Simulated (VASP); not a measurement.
# GaN (Cc) in VASP: single point with PBE

Aim: the single point of GaN with PBE.

Program: VASP 6.6.1. These are calculated values, not measurements. Logs are shortened: lines on timing, memory, paths and dates and some standing lists are left out, and cuts for length are marked.

## Step 1: The cell of the first run

It takes space group Cc (No. 9, monoclinic). Conventional cell: a = 3.218 Å, b = 5.574 Å, c = 5.243 Å, α = 90.00°, β = 90.00°, γ = 90.00°. Within 2.5 Å of Ga (site symmetry 1) lie 4 N at 1.91 to 2.03 Å. Within 2.5 Å of N (site symmetry 1) lie 4 Ga at 1.91 to 2.03 Å.

## Step 2: Single point, PBE (all Ga atoms moved +0.075 Å, as atom 1 along Cartesian [1 0 0])

File INCAR:

```
PREC = Accurate
ENCUT = 520
EDIFF = 1E-6
ISMEAR = 0
SIGMA = 0.05
LREAL = False
LASPH = True
NELM = 80
ALGO = Normal
ISIF = 2
LWAVE = False
LCHARG = False
GGA = PE
NBANDS = 26
```

File KPOINTS:

```
regular mesh
0
Gamma
  12 12 6
```

File POSCAR:

```
GaN
1.0
    3.2184289164      0.0000000000      0.0000000000
   -1.6092144582      2.7872412019      0.0000000000
    0.0000000000      0.0000000000      5.2430304702
Ga N
2 2
Direct
    0.3566366288      0.6666666667      0.9991316875
    0.6899699621      0.3333333333      0.4991316875
    0.3333333333      0.6666666667      0.3758683125
    0.6666666667      0.3333333333      0.8758683125
```

Potentials or basis: VASP PAW PBE potentials, release 64 (Ga_d, N).

Command:

```bash
> cat potpaw_PBE.64/Ga_d/POTCAR potpaw_PBE.64/N/POTCAR > POTCAR
> mpirun -np 1 vasp_std > vasp.out
```

OUTCAR:

```text
PREC = Accurate
   ENCUT = 520
   EDIFF = 1E-6
   ISMEAR = 0
   LREAL = False
   LASPH = True
   NELM = 80
   ISIF = 2
   GGA = PE

 ion  position               nearest neighbor table
   1  0.357  0.667  0.999-   4 1.91   4 1.97   3 1.98   4 2.03
   2  0.690  0.333  0.499-   3 1.91   3 1.97   4 1.98   3 2.03
   3  0.333  0.667  0.376-   2 1.91   2 1.97   1 1.98   2 2.03
   4  0.667  0.333  0.876-   1 1.91   1 1.97   2 1.98   1 2.03

  LATTYP: Found a hexagonal cell.
 ALAT       =     3.2184289164
 C/A-ratio  =     1.6290651763

  Lattice vectors:

 A1 = (   3.2184289164,   0.0000000000,   0.0000000000)
 A2 = (  -1.6092144582,   2.7872412019,   0.0000000000)
 A3 = (   0.0000000000,   0.0000000000,   5.2430304702)

Analysis of symmetry for initial positions (statically):
=====================================================================
 Subroutine PRICEL returns:
 Original cell was already a primitive cell.

 Routine SETGRP: Setting up the symmetry group for a
 hexagonal supercell.

 Subroutine GETGRP returns: Found  2 space group operations
 (whereof  1 operations were pure point group operations)
 out of a pool of 24 trial point group operations.

The static configuration has the point symmetry C_1 .
 The point group associated with its full space group is C_1h.

Analysis of symmetry for dynamics (positions and initial velocities):
=====================================================================
 Subroutine PRICEL returns:
 Original cell was already a primitive cell.

 Routine SETGRP: Setting up the symmetry group for a
 hexagonal supercell.

 Subroutine GETGRP returns: Found  2 space group operations
 (whereof  1 operations were pure point group operations)
 out of a pool of 24 trial point group operations.

The dynamic configuration has the point symmetry C_1 .
 The point group associated with its full space group is C_1h.

 Subroutine INISYM returns: Found  2 space group operations
 (whereof  1 operations are pure point group operations),
 and found     1 'primitive' translations

----------------------------------------------------------------------------------------

                                     Primitive cell

  volume of cell :      47.0328

  direct lattice vectors                    reciprocal lattice vectors
     3.218428916  0.000000000  0.000000000     0.310710606  0.179388852  0.000000000
    -1.609214458  2.787241202  0.000000000     0.000000000  0.358777704  0.000000000
     0.000000000  0.000000000  5.243030470     0.000000000  0.000000000  0.190729389

  length of vectors
     3.218428916  3.218428916  5.243030470     0.358777704  0.358777704  0.190729389

  position of ions in fractional coordinates (direct lattice)
     0.356636629  0.666666667  0.999131687
     0.689969962  0.333333333  0.499131687
     0.333333333  0.666666667  0.375868313
     0.666666667  0.333333333  0.875868313

  ion indices of the primitive-cell ions
   primitive index   ion index
                 1           1
                 2           2
                 3           3
                 4           4

----------------------------------------------------------------------------------------

 KPOINTS: regular mesh

Automatic generation of k-mesh.
 Grid dimensions read from file:
 generate k-points for:   12   12    6

 Generating k-lattice:

  Cartesian coordinates                     Fractional coordinates (reciprocal lattice)
     0.025892551  0.014949071  0.000000000     0.083333333 -0.000000000  0.000000000
     0.000000000  0.029898142  0.000000000     0.000000000  0.083333333  0.000000000
     0.000000000  0.000000000  0.031788232     0.000000000  0.000000000  0.166666667

  Length of vectors
     0.029898142  0.029898142  0.031788232

  Shift w.r.t. Gamma in fractional coordinates (k-lattice)
     0.000000000  0.000000000  0.000000000

 Subroutine IBZKPT returns following result:
 ===========================================

 Found    242 irreducible k-points:

 Following reciprocal coordinates:
            Coordinates               Weight
  0.000000  0.000000  0.000000      1.000000
  0.083333  0.000000  0.000000      4.000000
  0.000000  0.083333  0.000000      2.000000
  0.166667  0.000000  0.000000      4.000000
  0.000000  0.166667  0.000000      2.000000
  0.250000  0.000000  0.000000      4.000000
[... 16 lines left out ...]
 -0.083333  0.416667  0.000000      4.000000
 -0.416667  0.333333  0.000000      4.000000
 [... further k-points ...]
   k-points           NKPTS =    242   k-points in BZ     NKDIM =    242   number of bands    NBANDS=     26
   number of dos      NEDOS =    301   number of ions     NIONS =      4
   total plane-waves  NPLWV =  23040
   dimension x,y,z NGX =    24 NGY =   24 NGZ =   40
   dimension x,y,z NGXF=    48 NGYF=   48 NGZF=   80
   ions per type =               2   2
   NGX,Y,Z   is equivalent  to a cutoff of  12.40, 12.40, 12.68 a.u.
   NGXF,Y,Z  is equivalent  to a cutoff of  24.79, 24.79, 25.37 a.u.
 SYSTEM =  unknown system
   PREC   = accura    normal or accurate (medium, high low for compatibility)
   ISTART =      0    job   : 0-new  1-cont  2-samecut
   ICHARG =      2    charge: 1-file 2-atom 10-const
   ISPIN  =      1    spin polarized calculation?
   LNONCOLLINEAR =      F non collinear calculations
   LSORBIT =      F    spin-orbit coupling
   LASPH  =      T    aspherical Exc in radial PAW
   ENCUT  =  520.0 eV  38.22 Ry    6.18 a.u.   5.98  5.98  9.75*2*pi/ulx,y,z
   NELM   =     80;   NELMIN=  2; NELMDL= -5     # of ELM steps
   EDIFF  = 0.1E-05   stopping-criterion for ELM
   LREAL  =      F    real-space projection
   EDIFFG = 0.1E-04   stopping-criterion for IOM
   NSW    =      0    number of steps for IOM
   IBRION =     -1    ionic relax: 0-MD 1-quasi-New 2-CG
   NFREE  =      0    steps in history (QN), initial steepest desc. (CG)
   ISIF   =      2    stress and relaxation
   ISYM   =      2    0-nonsym 1-usesym 2-fastsym
   POTIM  = 0.5000    time-step for ionic-motion
   TEBEG  =    0.0;   TEEND  =   0.0 temperature during run
   PSTRESS=    0.0 pullay stress
   NELECT =      36.0000    total number of electrons
   NUPDOWN=      -1.0000    fix difference up-down
   EMIN   =  10.00;   EMAX   =-10.00  energy-range for DOS
   EFERMI =   0.00;   METHOD = LEGACY
   ISMEAR =     0;   SIGMA  =   0.05  broadening in eV -4-tet -1-fermi 0-gaus
   EFERMI_NEDOS =   21; number of points for ismear=-14 and -15
   IALGO  =     38    algorithm
   IMIX   =      4    mixing-type and parameters
     AMIX     =   0.40;   BMIX     =  1.00
     AMIX_MAG =   1.60;   BMIX_MAG =  1.00
  volume/ion in A,a.u.               =      11.76        79.35
  Fermi-wavevector in a.u.,A,eV,Ry     =   1.497529  2.829920 30.512351  2.242595
  Thomas-Fermi vector in A             =   2.609406
   LORBIT       =      0    0 simple, 1 ext, 2 COOP (PROOUT), +10 PAW based schemes
   GGA     = PE    functional components
   LHFCALC =     F    Hartree Fock is set to
   AEXX    =    0.0000 exact exchange contribution
   IVDW    =     0    specifies the selected vdW correction
   LEPSILON=     F    determine dielectric tensor
   LRPA    =     F    only Hartree local field effects (RPA)
 non-spin polarized calculation
 Gauss-broadening in eV      SIGMA  =   0.05
  energy-cutoff  :      520.00
  volume of cell :       47.03
 maximum number of plane-waves:      1290
   NGX = 11   NGY = 11   NGZ = 19

 number of electron      35.9999964 magnetization

 Free energy of the ion-electron system (eV)
  ---------------------------------------------------
  ext. energy  EPLUGINS =         0.00000000
  ---------------------------------------------------
  free energy    TOTEN  =       -24.26215824 eV

  energy without entropy =      -24.26215824  energy(sigma->0) =      -24.26215824

 E-fermi :   5.3754     XC(G=0): -11.5150

 val. band max:        5.0844661020   @ k =   0.0000   0.0000   0.0000
 cond. band min:       6.7246933652   @ k =   0.0000   0.0000   0.0000
 fundamental gap:      1.6402272632
 Fermi energy:         5.3753557550

 k-point     1 :       0.0000    0.0000    0.0000
  band No.  band energies     occupation
      1     -10.7469      2.00000
      2      -9.9214      2.00000
      3      -8.4241      2.00000
      4      -8.4089      2.00000
      5      -8.3938      2.00000
      6      -8.3538      2.00000
[... 18 lines left out ...]
     25      16.5532      0.00000
     26      16.5767      0.00000

 k-point     2 :       0.0833    0.0000    0.0000
  band No.  band energies     occupation
      1     -10.6829      2.00000
      2      -9.9056      2.00000
      3      -8.4187      2.00000
      4      -8.3983      2.00000
      5      -8.3725      2.00000
      6      -8.3451      2.00000
[... 18 lines left out ...]
     25      16.2090      0.00000
     26      16.7053      0.00000

 k-point     3 :       0.0000    0.0833    0.0000
  band No.  band energies     occupation
      1     -10.6827      2.00000
      2      -9.9051      2.00000
      3      -8.4247      2.00000
      4      -8.3960      2.00000
      5      -8.3662      2.00000
      6      -8.3457      2.00000
[... 18 lines left out ...]
     25      16.1868      0.00000
     26      16.7276      0.00000

 k-point     4 :       0.1667    0.0000    0.0000
  band No.  band energies     occupation
      1     -10.5099      2.00000
      2      -9.8670      2.00000
      3      -8.3971      2.00000
      4      -8.3756      2.00000
      5      -8.3326      2.00000
      6      -8.3045      2.00000
[... 18 lines left out ...]
     25      16.1734      0.00000
     26      17.0374      0.00000

 k-point     5 :       0.0000    0.1667    0.0000
  band No.  band energies     occupation
      1     -10.5091      2.00000
      2      -9.8653      2.00000
      3      -8.4072      2.00000
      4      -8.3735      2.00000
      5      -8.3233      2.00000
      6      -8.3090      2.00000
[... 18 lines left out ...]
     25      16.1336      0.00000
     26      17.0508      0.00000

 k-point     6 :       0.2500    0.0000    0.0000
  band No.  band energies     occupation
      1     -10.2856      2.00000
      2      -9.8252      2.00000
      3      -8.3726      2.00000
      4      -8.3539      2.00000
      5      -8.2940      2.00000
      6      -8.2579      2.00000
[... 427 lines left out ...]
 k-point    21 :      -0.3333    0.2500    0.0000
  band No.  band energies     occupation
      1     -10.1558      2.00000
      2      -9.8057      2.00000
      3      -8.3592      2.00000
      4      -8.3476      2.00000
      5      -8.2725      2.00000
      6      -8.2426      2.00000
[... 18 lines left out ...]
     25      15.9009      0.00000
     26      17.9276      0.00000

 k-point    22 :       0.3333    0.0833    0.0000
  band No.  band energies     occupation
      1     -10.0017      2.00000
      2      -9.7838      2.00000
      3      -8.3617      2.00000
      4      -8.3386      2.00000
      5      -8.2489      2.00000
      6      -8.2146      2.00000
[... 18 lines left out ...]
     25      16.4907      0.00000
     26      18.1133      0.00000

 k-point    23 :      -0.0833    0.4167    0.0000
  band No.  band energies     occupation
      1      -9.9991      2.00000
      2      -9.7787      2.00000
      3      -8.3659      2.00000
      4      -8.3364      2.00000
      5      -8.2472      2.00000
      6      -8.2166      2.00000
[... 18 lines left out ...]
     25      16.4859      0.00000
     26      18.1295      0.00000

 k-point    24 :      -0.4167    0.3333    0.0000
  band No.  band energies     occupation
      1     -10.0019      2.00000
      2      -9.7853      2.00000
      3      -8.3603      2.00000
      4      -8.3378      2.00000
      5      -8.2494      2.00000
      6      -8.2137      2.00000
[... 18 lines left out ...]
     25      16.4847      0.00000
     26      18.1160      0.00000

 [... further k-points ...]

------------------------ aborting loop because EDIFF is reached ----------------------------------------

  FORCE on cell =-STRESS in cart. coord.  units (eV):
  Direction    XX          YY          ZZ          XY          YZ          ZX
  --------------------------------------------------------------------------------------
  -------------------------------------------------------------------------------------
  Total        0.3441061      0.1437117      0.0676608      0.0000000      0.0000000     -0.7029003
  in kB       11.7220100      4.8955549      2.3048719      0.0000000      0.0000000    -23.9443710
  external PRESSURE =       6.3074789 kB  Pullay stress =       0.0000000 kB

 VOLUME and BASIS-vectors are now :
 -----------------------------------------------------------------------------
  energy-cutoff  :      520.00
  volume of cell :       47.03
      direct lattice vectors                 reciprocal lattice vectors
     3.218428916  0.000000000  0.000000000     0.310710606  0.179388852  0.000000000
    -1.609214458  2.787241202  0.000000000     0.000000000  0.358777704  0.000000000
     0.000000000  0.000000000  5.243030470     0.000000000  0.000000000  0.190729389

 POSITION                                       TOTAL-FORCE (eV/Angst)
 -----------------------------------------------------------------------------------
      0.07500      1.85816      5.23848        -0.879876      0.109399      0.077775
      1.68421      0.92908      2.61696        -0.879876     -0.109399      0.077775
     -0.00000      1.85816      1.97069         0.879876      0.116179     -0.077775
      1.60921      0.92908      4.59220         0.879876     -0.116179     -0.077775
 -----------------------------------------------------------------------------------
    total drift:                                0.001879     -0.000001     -0.001205

  FREE ENERGIE OF THE ION-ELECTRON SYSTEM (eV)
  ---------------------------------------------------
  free  energy   TOTEN  =       -24.2621582428 eV

  energy  without entropy=      -24.2621582428  energy(sigma->0) =      -24.26215824
```

Wall time 3.3 min (1 thread of AMD EPYC 9R45 (Zen 5), shared host); peak memory 0.31 GiB.

What came out:

```
Free energy            : -24.2622 eV
Pressure               : 0.6 GPa
Largest force          : 0.891 eV/Å
Band gap on the k mesh : 1.64 eV, direct
```

Forces in eV/Å, atoms in the order of the input:
```
Ga  -0.880  0.109  0.078
Ga  -0.880 -0.109  0.078
N    0.880  0.116 -0.078
N    0.880 -0.116 -0.078
```

Stress tensor (GPa, compression positive):
```
 1.17  0.00 -2.39
 0.00  0.49  0.00
-2.39  0.00  0.23
```

Caveat: the cell differs from its parent crystal (all Ga atoms moved +0.075 Å, as atom 1 along Cartesian [1 0 0]).
